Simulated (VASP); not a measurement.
Nb:

```
Nb
1.0
    -1.66395    1.66395    1.66395
     1.66395   -1.66395    1.66395
     1.66395    1.66395   -1.66395
Nb
1
Direct
  0.00000 0.00000 0.00000
```

Base run:

```yaml
Program: VASP 6.6.1
Functional: PBE
Potentials_or_basis: VASP PAW PBE potentials, release 64 (Nb_sv)
Cutoff: 520 eV
k_mesh: 16 × 16 × 16
Occupations: fermi-dirac, width 0.05 eV
Spin: collinear spin, ferromagnetic start
Starting_moments: "[0.2] μB"
Fixed_moment: 0.2 μB
```

Its results: pressure -3.2 GPa; site moments Nb +0.13 μB.

**Question.** The run is repeated on the same cell with these changes: fixed moment from 0.2 μB to 0.6 μB; moments at the start from [0.2] to [0.6]. What comes out?

**Answer.** Pressure -1.3 GPa; site moments Nb +0.37 μB.

Caveats: the total moment is fixed, so each spin has its own Fermi level.
